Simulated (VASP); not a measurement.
# Ti (P6_3/mmc) in VASP: further runs

Aim: see how the results for Ti move with the level of theory and the settings. Levels: r2SCAN, PBEsol. Tasks: single point, relaxation of shape and atoms at fixed volume, relaxation of cell and atoms.

Program: VASP 6.6.1. These are calculated values, not measurements. Logs are shortened: lines on timing, memory, paths and dates and some standing lists are left out, and cuts for length are marked.

### 1 The cell of the first run

Symmetry: P6_3/mmc, No. 194, hexagonal system. Conventional cell: a = 2.924 Å, b = 2.924 Å, c = 4.625 Å, α = 90.00°, β = 90.00°, γ = 120.00°. Within 3.8 Å of Ti (site symmetry -6m2) lie 12 Ti at 2.86 to 2.92 Å.

### 2 Single point, r2SCAN

File POSCAR:

```
Ti
1.0
    2.9236345756      0.0000000000      0.0000000000
   -1.4618172878      2.5319418139      0.0000000000
    0.0000000000      0.0000000000      4.6254971662
Ti
2
Direct
    0.3333333333      0.6666666667      0.2500000000
    0.6666666667      0.3333333333      0.7500000000
```

File INCAR.step1:

```
  PREC = Accurate
  ENCUT = 520
  ISMEAR = -1
  SIGMA = 0.15
  LREAL = False
  LASPH = True
  NELM = 60
  NBANDS = 19
  GGA = PE
  ALGO = Normal
  EDIFF = 1E-4
  LWAVE = True
  LCHARG = False
```

File INCAR.step2:

```
  PREC = Accurate
  ENCUT = 520
  EDIFF = 1E-6
  ISMEAR = -1
  SIGMA = 0.15
  LREAL = False
  LASPH = True
  NELM = 60
  ALGO = Normal
  ISIF = 2
  LWAVE = False
  LCHARG = True
  METAGGA = R2SCAN
  LMIXTAU = True
  LELF = True
  LVHAR = True
  NBANDS = 19
  ISTART = 1
```

File KPOINTS:

```
regular mesh
0
Gamma
  18 18 10
```

Potentials or basis: VASP PAW PBE potentials, release 64 (Ti_sv).

The run is started by

```bash
$ cat potpaw_PBE.64/Ti_sv/POTCAR > POTCAR
$ cp INCAR.step1 INCAR
$ mpirun -np 1 vasp_std > vasp.out
$ cp INCAR.step2 INCAR
$ mpirun -np 1 vasp_std > vasp.out
```

OUTCAR:

```text
PREC = Accurate
   ENCUT = 520
   EDIFF = 1E-6
   ISMEAR = -1
   LREAL = False
   LASPH = True
   NELM = 60
   ISIF = 2
   METAGGA = R2SCAN
   ISTART = 1

 ion  position               nearest neighbor table
   1  0.333  0.667  0.250-   2 2.86   2 2.86   2 2.86   2 2.86   2 2.86   2 2.86
   2  0.667  0.333  0.750-   1 2.86   1 2.86   1 2.86   1 2.86   1 2.86   1 2.86

  LATTYP: Found a hexagonal cell.
 ALAT       =     2.9236345756
 C/A-ratio  =     1.5821050978

  Lattice vectors:

 A1 = (   2.9236345756,   0.0000000000,   0.0000000000)
 A2 = (  -1.4618172878,   2.5319418139,   0.0000000000)
 A3 = (   0.0000000000,   0.0000000000,   4.6254971662)

Analysis of symmetry for initial positions (statically):
=====================================================================
 Subroutine PRICEL returns:
 Original cell was already a primitive cell.

 Routine SETGRP: Setting up the symmetry group for a
 hexagonal supercell.

 Subroutine GETGRP returns: Found 24 space group operations
 (whereof 12 operations were pure point group operations)
 out of a pool of 24 trial point group operations.

The static configuration has the point symmetry D_3d.
 The point group associated with its full space group is D_6h.

Analysis of symmetry for dynamics (positions and initial velocities):
=====================================================================
 Subroutine PRICEL returns:
 Original cell was already a primitive cell.

 Routine SETGRP: Setting up the symmetry group for a
 hexagonal supercell.

 Subroutine GETGRP returns: Found 24 space group operations
 (whereof 12 operations were pure point group operations)
 out of a pool of 24 trial point group operations.

The dynamic configuration has the point symmetry D_3d.
 The point group associated with its full space group is D_6h.

 Subroutine INISYM returns: Found 24 space group operations
 (whereof 12 operations are pure point group operations),
 and found     1 'primitive' translations

----------------------------------------------------------------------------------------

                                     Primitive cell

  volume of cell :      34.2401

  direct lattice vectors                    reciprocal lattice vectors
     2.923634576  0.000000000  0.000000000     0.342040010  0.197476892  0.000000000
    -1.461817288  2.531941814  0.000000000     0.000000000  0.394953784  0.000000000
     0.000000000  0.000000000  4.625497166     0.000000000  0.000000000  0.216192976

  length of vectors
     2.923634576  2.923634576  4.625497166     0.394953784  0.394953784  0.216192976

  position of ions in fractional coordinates (direct lattice)
     0.333333333  0.666666667  0.250000000
     0.666666667  0.333333333  0.750000000

  ion indices of the primitive-cell ions
   primitive index   ion index
                 1           1
                 2           2

----------------------------------------------------------------------------------------

 KPOINTS: regular mesh

Automatic generation of k-mesh.
 Grid dimensions read from file:
 generate k-points for:   18   18   10

 Generating k-lattice:

  Cartesian coordinates                     Fractional coordinates (reciprocal lattice)
     0.019002223  0.010970938  0.000000000     0.055555556 -0.000000000  0.000000000
     0.000000000  0.021941877  0.000000000     0.000000000  0.055555556  0.000000000
     0.000000000  0.000000000  0.021619298     0.000000000  0.000000000  0.100000000

  Length of vectors
     0.021941877  0.021941877  0.021619298

  Shift w.r.t. Gamma in fractional coordinates (k-lattice)
     0.000000000  0.000000000  0.000000000

 Subroutine IBZKPT returns following result:
 ===========================================

 Found    222 irreducible k-points:

 Following reciprocal coordinates:
            Coordinates               Weight
  0.000000  0.000000  0.000000      1.000000
  0.055556 -0.000000  0.000000      6.000000
  0.111111 -0.000000  0.000000      6.000000
  0.166667 -0.000000  0.000000      6.000000
  0.222222 -0.000000  0.000000      6.000000
  0.277778 -0.000000  0.000000      6.000000
[... 16 lines left out ...]
  0.333333  0.111111  0.000000     12.000000
  0.388889  0.111111  0.000000     12.000000
 [... further k-points ...]
   k-points           NKPTS =    222   k-points in BZ     NKDIM =    222   number of bands    NBANDS=     19
   number of dos      NEDOS =    301   number of ions     NIONS =      2
   total plane-waves  NPLWV =  20736
   dimension x,y,z NGX =    24 NGY =   24 NGZ =   36
   dimension x,y,z NGXF=    48 NGYF=   48 NGZF=   72
   ions per type =               2
   NGX,Y,Z   is equivalent  to a cutoff of  13.65, 13.65, 12.94 a.u.
   NGXF,Y,Z  is equivalent  to a cutoff of  27.29, 27.29, 25.88 a.u.
 SYSTEM =  unknown system
   PREC   = accura    normal or accurate (medium, high low for compatibility)
   ISTART =      1    job   : 0-new  1-cont  2-samecut
   ICHARG =      0    charge: 1-file 2-atom 10-const
   ISPIN  =      1    spin polarized calculation?
   LNONCOLLINEAR =      F non collinear calculations
   LSORBIT =      F    spin-orbit coupling
   LASPH  =      T    aspherical Exc in radial PAW
   ENCUT  =  520.0 eV  38.22 Ry    6.18 a.u.   5.44  5.44  8.60*2*pi/ulx,y,z
   NELM   =     60;   NELMIN=  2; NELMDL=  0     # of ELM steps
   EDIFF  = 0.1E-05   stopping-criterion for ELM
   LREAL  =      F    real-space projection
   EDIFFG = 0.1E-04   stopping-criterion for IOM
   NSW    =      0    number of steps for IOM
   IBRION =     -1    ionic relax: 0-MD 1-quasi-New 2-CG
   NFREE  =      0    steps in history (QN), initial steepest desc. (CG)
   ISIF   =      2    stress and relaxation
   ISYM   =      2    0-nonsym 1-usesym 2-fastsym
   POTIM  = 0.5000    time-step for ionic-motion
   TEBEG  =    0.0;   TEEND  =   0.0 temperature during run
   PSTRESS=    0.0 pullay stress
   NELECT =      24.0000    total number of electrons
   NUPDOWN=      -1.0000    fix difference up-down
   EMIN   =  10.00;   EMAX   =-10.00  energy-range for DOS
   EFERMI =   0.00;   METHOD = LEGACY
   ISMEAR =    -1;   SIGMA  =   0.15  broadening in eV -4-tet -1-fermi 0-gaus
   EFERMI_NEDOS =   21; number of points for ismear=-14 and -15
   IALGO  =     38    algorithm
   IMIX   =      4    mixing-type and parameters
[... 11 lines left out ...]
   LRPA    =     F    only Hartree local field effects (RPA)
 non-spin polarized calculation
  energy-cutoff  :      520.00
  volume of cell :       34.24
 maximum number of plane-waves:       954
 NGX is ok and might be reduce to    24
   NGX = 11   NGY = 11   NGZ = 17

 number of electron      24.0000000 magnetization

 Free energy of the ion-electron system (eV)
  ---------------------------------------------------
  ext. energy  EPLUGINS =         0.00000000
  ---------------------------------------------------
  free energy    TOTEN  =       -25.97079158 eV

  energy without entropy =      -25.81088711  energy(sigma->0) =      -25.89083934

 E-fermi :   8.5140     XC(G=0): -12.4701

 val. band max:        8.5122213040   @ k =   0.0000   0.0000   0.3000
 cond. band min:       8.5145496284   @ k =   0.1667   0.0556   0.3000
 fundamental gap:      0.0023283244
 Fermi energy:         8.5140175563

 k-point     1 :       0.0000    0.0000    0.0000
  band No.  band energies     occupation
      1     -50.6427      2.00000
      2     -50.4900      2.00000
      3     -26.2157      2.00000
      4     -25.5297      2.00000
      5     -25.5297      2.00000
      6     -25.4411      2.00000
[... 11 lines left out ...]
     18      10.4134      0.00001
     19      12.0075      0.00000

 k-point     2 :       0.0556   -0.0000    0.0000
  band No.  band energies     occupation
      1     -50.6394      2.00000
      2     -50.4886      2.00000
      3     -26.2082      2.00000
      4     -25.5450      2.00000
      5     -25.5348      2.00000
      6     -25.4443      2.00000
[... 11 lines left out ...]
     18      10.3595      0.00001
     19      12.0369      0.00000

 k-point     3 :       0.1111   -0.0000    0.0000
  band No.  band energies     occupation
      1     -50.6295      2.00000
      2     -50.4848      2.00000
      3     -26.1862      2.00000
      4     -25.5892      2.00000
      5     -25.5494      2.00000
      6     -25.4834      2.00000
[... 11 lines left out ...]
     18      10.2158      0.00002
     19      12.1103      0.00000

 k-point     4 :       0.1667   -0.0000    0.0000
  band No.  band energies     occupation
      1     -50.6140      2.00000
      2     -50.4792      2.00000
      3     -26.1510      2.00000
      4     -25.6574      2.00000
      5     -25.5710      2.00000
      6     -25.5519      2.00000
[... 11 lines left out ...]
     18      10.4714      0.00000
     19      12.1996      0.00000

 k-point     5 :       0.2222   -0.0000    0.0000
  band No.  band energies     occupation
      1     -50.5945      2.00000
      2     -50.4729      2.00000
      3     -26.1051      2.00000
      4     -25.7419      2.00000
      5     -25.6337      2.00000
      6     -25.5968      2.00000
[... 11 lines left out ...]
     18      10.8182      0.00000
     19      12.2835      0.00000

 k-point     6 :       0.2778   -0.0000    0.0000
  band No.  band energies     occupation
      1     -50.5727      2.00000
      2     -50.4672      2.00000
      3     -26.0516      2.00000
      4     -25.8323      2.00000
      5     -25.7184      2.00000
      6     -25.6235      2.00000
[... 11 lines left out ...]
     18      11.2135      0.00000
     19      12.3519      0.00000

 k-point     7 :       0.3333   -0.0000    0.0000
  band No.  band energies     occupation
      1     -50.5508      2.00000
      2     -50.4630      2.00000
      3     -25.9945      2.00000
      4     -25.9177      2.00000
      5     -25.7961      2.00000
      6     -25.6480      2.00000
[... 11 lines left out ...]
     18      11.6197      0.00000
     19      12.4021      0.00000

 k-point     8 :       0.3889    0.0000    0.0000
  band No.  band energies     occupation
      1     -50.5313      2.00000
      2     -50.4612      2.00000
      3     -25.9874      2.00000
      4     -25.9398      2.00000
      5     -25.8582      2.00000
      6     -25.6676      2.00000
[... 256 lines left out ...]
 k-point    20 :       0.1667    0.1111    0.0000
  band No.  band energies     occupation
      1     -50.5866      2.00000
      2     -50.4707      2.00000
      3     -26.0862      2.00000
      4     -25.7465      2.00000
      5     -25.7013      2.00000
      6     -25.5800      2.00000
[... 11 lines left out ...]
     18      11.1086      0.00000
     19      12.2537      0.00000

 k-point    21 :       0.2222    0.1111    0.0000
  band No.  band energies     occupation
      1     -50.5657      2.00000
      2     -50.4656      2.00000
      3     -26.0341      2.00000
      4     -25.8286      2.00000
      5     -25.7621      2.00000
      6     -25.6205      2.00000
[... 11 lines left out ...]
     18      11.5623      0.00000
     19      12.2971      0.00000

 k-point    22 :       0.2778    0.1111    0.0000
  band No.  band energies     occupation
      1     -50.5448      2.00000
      2     -50.4622      2.00000
      3     -25.9782      2.00000
      4     -25.9083      2.00000
      5     -25.8153      2.00000
      6     -25.6592      2.00000
[... 11 lines left out ...]
     18      12.0497      0.00000
     19      12.3305      0.00000

 k-point    23 :       0.3333    0.1111    0.0000
  band No.  band energies     occupation
      1     -50.5259      2.00000
      2     -50.4610      2.00000
      3     -25.9733      2.00000
      4     -25.9239      2.00000
      5     -25.8580      2.00000
      6     -25.6905      2.00000
[... 11 lines left out ...]
     18      12.3527      0.00000
     19      12.5500      0.00000

 k-point    24 :       0.3889    0.1111    0.0000
  band No.  band energies     occupation
      1     -50.5119      2.00000
      2     -50.4620      2.00000
      3     -26.0156      2.00000
      4     -25.8859      2.00000
      5     -25.8802      2.00000
      6     -25.7107      2.00000
[... 11 lines left out ...]
     18      12.3650      0.00000
     19      13.0459      0.00000

 [... further k-points ...]
[... 5 lines left out ...]
  --------------------------------------------------------------------------------------
  -------------------------------------------------------------------------------------
  Total        0.4314818      0.4314818      0.4337009     -0.0000000     -0.0000000      0.0000000
  in kB       20.1900716     20.1900716     20.2939054     -0.0000000     -0.0000000      0.0000000
  external PRESSURE =      20.2246829 kB  Pullay stress =       0.0000000 kB

 VOLUME and BASIS-vectors are now :
 -----------------------------------------------------------------------------
  energy-cutoff  :      520.00
  volume of cell :       34.24
      direct lattice vectors                 reciprocal lattice vectors
     2.923634576  0.000000000  0.000000000     0.342040010  0.197476892  0.000000000
    -1.461817288  2.531941814  0.000000000     0.000000000  0.394953784  0.000000000
     0.000000000  0.000000000  4.625497166     0.000000000  0.000000000  0.216192976

 POSITION                                       TOTAL-FORCE (eV/Angst)
 -----------------------------------------------------------------------------------
     -0.00000      1.68796      1.15637        -0.000000     -0.000000      0.000000
      1.46182      0.84398      3.46912         0.000000      0.000000      0.000000
 -----------------------------------------------------------------------------------
    total drift:                               -0.000000      0.000000     -0.000000

  FREE ENERGIE OF THE ION-ELECTRON SYSTEM (eV)
  ---------------------------------------------------
  free  energy   TOTEN  =       -25.9707915791 eV

  energy  without entropy=      -25.8108871106  energy(sigma->0) =      -25.89083934
```

Run time: 9.8 min. Hardware: 1 thread of Intel Xeon 8259CL, shared host; peak memory 0.25 GiB.

Results:

* Free energy: -25.9708 eV
* Pressure: 2.0 GPa
* Band gap on the k mesh: zero (bands 12 and 13 overlap by 1.25 eV)

Levels at points of the mesh, in eV from the Fermi level:
| k point | band 10 | band 11 | band 12 | band 13 | band 14 | band 15 |
| --- | --- | --- | --- | --- | --- | --- |
| (0.00, 0.00, 0.00) | -2.86 | 0.66 | 0.92 | 0.92 | 1.05 | 1.46 |
| (0.50, 0.00, 0.00) | -2.29 | -1.93 | -0.79 | 0.66 | 0.76 | 1.34 |
| (0.00, 0.00, 0.50) | -4.65 | 0.12 | 0.12 | 0.83 | 0.83 | 0.83 |
| (0.50, 0.00, 0.50) | -2.68 | -0.84 | -0.84 | 1.33 | 1.33 | 1.99 |

Caveat: the PAW data sets were made with another functional, which shifts forces and pressure a little.

### 3 Relaxation of shape and atoms at fixed volume, PBEsol (16.45 Å³/atom)

This run uses another cell than the first one, of 16.45 Å³/atom.

File INCAR:

```
PREC = Accurate ; ENCUT = 600
EDIFF = 1E-6 ; ISMEAR = -1
SIGMA = 0.15 ; LREAL = F
LASPH = T ; NELM = 60
ALGO = Fast ; ISIF = 4
LWAVE = F ; LCHARG = F
GGA = PS ; IBRION = 2
NSW = 80 ; EDIFFG = -0.001
```

File KPOINTS:

```
Automatic mesh
0
Gamma
  18 18 10
```

File POSCAR:

```
Ti
1.0
    2.8827179556      0.0000000000      0.0000000000
   -1.4413589778      2.4965069815      0.0000000000
    0.0000000000      0.0000000000      4.5711576069
Ti
2
Direct
    0.3333333333      0.6666666667      0.2500000000
    0.6666666667      0.3333333333      0.7500000000
```

Potentials or basis: VASP PAW PBE potentials, release 64 (Ti_sv).

The run is started by

```bash
$ cat potpaw_PBE.64/Ti_sv/POTCAR > POTCAR
$ mpirun -np 1 vasp_std > vasp.out
```

Wall time 9.7 min (1 thread of Intel Xeon 8259CL, shared host); peak memory 0.26 GiB.

Results (log left out):

```yaml
Free_energy: -16.7583 eV
Energy_gained_by_relaxing: 0.0 meV/atom
Ionic_steps: 4
Pressure_after_relaxing: 2.1 GPa
Band_gap_on_the_k_mesh: zero (bands 12 and 13 overlap by 1.13 eV)
```

Final structure:
```yaml
crystal:
  lattice:
    - [2.88212, 0.00000, 0.00000]
    - [-1.44106, 2.49599, 0.00000]
    - [0.00000, 0.00000, 4.57306]
  atoms:
    - { symbol: Ti, position: [0.33333, 0.66667, 0.25000] }
    - { symbol: Ti, position: [0.66667, 0.33333, 0.75000] }
```

Levels at points of the mesh, in eV from the Fermi level:
```
           k point  band 8  band 9  band 10  band 11  band 12  band 13  band 14  band 15  band 16
(0.00, 0.00, 0.00)  -32.35   -6.29    -2.78     0.85     0.85     0.97     0.98     1.39     1.39
(0.50, 0.00, 0.00)  -32.44   -2.38    -2.28    -1.95    -0.50     0.55     0.72     1.31     3.65
(0.00, 0.00, 0.50)  -32.41   -4.36    -4.36     0.14     0.14     0.75     0.75     0.75     0.75
(0.50, 0.00, 0.50)  -32.54   -2.65    -2.65    -0.84    -0.84     1.54     1.54     1.90     1.90
```

Caveat: the PAW data sets were made with another functional, which shifts forces and pressure a little.

### 4 Relaxation of cell and atoms, PBEsol

This run uses another cell than the first one, of 16.72 Å³/atom.

File INCAR:

```
SYSTEM = Ti
  ALGO = Fast
  EDIFF = 1E-7
  EDIFFG = -0.001
  ENCUT = 600
  GGA = PS
  IBRION = 2
  ISIF = 3
  ISMEAR = -1
  LASPH = .True.
  LCHARG = .False.
  LREAL = .False.
  LWAVE = .False.
  NELM = 80
  NSW = 80
  PREC = Accurate
  SIGMA = 0.15
```

File KPOINTS:

```
k-points
0
Gamma
  18 18 10
  0 0 0
```

File POSCAR:

```
Ti
1.0
    2.9004352004      0.0000000000      0.0000000000
   -1.4502176002      2.5118505656      0.0000000000
    0.0000000000      0.0000000000      4.5909904469
Ti
2
Direct
    0.3333333333      0.6666666667      0.2500000000
    0.6666666667      0.3333333333      0.7500000000
```

The run is started by

```bash
$ cat potpaw_PBE.64/Ti_sv/POTCAR > POTCAR
$ mpirun -np 1 vasp_std > vasp.out
```

Wall time 70 min (1 thread of Intel Xeon 8259CL, shared host); peak memory 0.3 GiB.

It converged, with:

```
Free energy                           : -16.7624 eV
Relaxed volume                        : 16.74 Å³/atom
Relaxed cell                          : a = 2.900 Å, b = 2.900 Å, c = 4.599 Å, α = 90.00°, β = 90.00°, γ = 120.00°
Space group after relaxing (to 0.1 Å) : P6_3/mmc (No. 194)
Energy gained by relaxing             : 0.0 meV/atom
Ionic steps                           : 29
Pressure after relaxing               : 0.0 GPa
Band gap on the k mesh                : zero (bands 12 and 13 overlap by 1.12 eV)
```

Final structure:
```cif
data_structure
_symmetry_space_group_name_H-M 'P 1'
_symmetry_Int_Tables_number 1
_cell_length_a 2.8998
_cell_length_b 2.8998
_cell_length_c 4.5989
_cell_angle_alpha 90.000
_cell_angle_beta 90.000
_cell_angle_gamma 120.000
_cell_volume 33.49
loop_
_atom_site_label
_atom_site_type_symbol
_atom_site_fract_x
_atom_site_fract_y
_atom_site_fract_z
_atom_site_occupancy
Ti1 Ti 0.33333 0.66667 0.25000 1
Ti2 Ti 0.66667 0.33333 0.75000 1
```

Levels at points of the mesh, in eV from the Fermi level:
| k point | band 9 | band 10 | band 11 | band 12 | band 13 | band 14 | band 15 | band 16 |
| --- | --- | --- | --- | --- | --- | --- | --- | --- |
| (0.00, 0.00, 0.00) | -6.25 | -2.74 | 0.84 | 0.84 | 0.92 | 0.97 | 1.37 | 1.37 |
| (0.50, 0.00, 0.00) | -2.35 | -2.23 | -1.90 | -0.53 | 0.54 | 0.71 | 1.28 | 3.57 |
| (0.00, 0.00, 0.50) | -4.35 | -4.35 | 0.14 | 0.14 | 0.74 | 0.74 | 0.74 | 0.74 |
| (0.50, 0.00, 0.50) | -2.60 | -2.60 | -0.81 | -0.81 | 1.49 | 1.49 | 1.86 | 1.86 |

Caveat: the PAW data sets were made with another functional, which shifts forces and pressure a little.

### 5 The runs side by side

```csv
task,level,cell,cutoff (eV),gap on the mesh (eV),pressure (GPa)
single point,r2SCAN,"a = 2.924, b = 2.924, c = 4.625 Å, angles 90.0, 90.0, 120.0°, 2 atoms",520,none,2.0
relaxation of shape and atoms at fixed volume,PBEsol,"relaxed from a = 2.883, b = 2.883, c = 4.571 Å, angles 90.0, 90.0, 120.0°, 2 atoms",600,none,2.1
relaxation of cell and atoms,PBEsol,"relaxed from a = 2.900, b = 2.900, c = 4.591 Å, angles 90.0, 90.0, 120.0°, 2 atoms",600,none,0.0
```

Alike in all rows: potentials or basis VASP PAW PBE potentials, release 64 (Ti_sv); no spin polarisation; k mesh 18 × 18 × 10; smearing fermi-dirac 0.15 eV.

Caveats: the PAW data sets were made with another functional, which shifts forces and pressure a little.

Total energies depend on the potentials used, so only differences within one code and one set of settings carry meaning.
